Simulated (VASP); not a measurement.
Ni:

```
Ni
1.0
    -2.19107    2.19107    1.19633
     2.19107   -2.19107    1.19633
     2.19107    2.19107   -1.19633
Ni
2
Cartesian
  0.0000 0.0000 0.0000
  0.0000 2.1911 0.5982
```

```yaml
Program: VASP 6.6.1
Task: relaxation of cell and atoms
Functional: revPBE
Potentials_or_basis: VASP PAW PBE potentials, release 64 (Ni)
Cutoff: 600 eV
k_mesh: 15 × 15 × 10
Occupations: fermi-dirac, width 0.1 eV
Spin: no spin polarisation
```

At the start: pressure 9.9 GPa; volume 11.49 Å³/atom.

Where does the relaxation end?

Over 7 steps the energy falls by 20.0 meV/atom and the volume is 12.17 Å³/atom (+6.0 %); space group I4_1/amd (No. 141, to 0.1 Å) before and after.

The path:
| step | energy change (eV) | largest force (eV/Å) | pressure (GPa) | volume (Å³) |
| --- | --- | --- | --- | --- |
| 1 | 0.0000 | 0.0008 | 9.87 | 22.97 |
| 2 | -0.0192 | 0.0002 | -5.86 | 25.41 |
| 3 | -0.0398 | 0.0002 | -0.05 | 24.33 |
| 4 | -0.0398 | 0.0002 | 0.12 | 24.30 |
| 5 | -0.0399 | 0.0001 | 0.16 | 24.30 |
| 6 | -0.0399 | 0.0000 | 0.18 | 24.30 |
| 7 | -0.0399 | 0.0000 | -0.12 | 24.34 |

Final structure:
```xyz
2
Lattice="-2.2397 2.2397 1.2137 2.2397 -2.2397 1.2137 2.2389 2.2389 -1.2137" Properties=species:S:1:pos:R:3 pbc="T T T"
Ni    4.4785   -0.0008    0.0000
Ni   -0.0004    2.2392    0.6068
```

Caveat: the PAW data sets were made with another functional, which shifts forces and pressure a little; the run has no spin polarisation, though such a crystal can be magnetic.
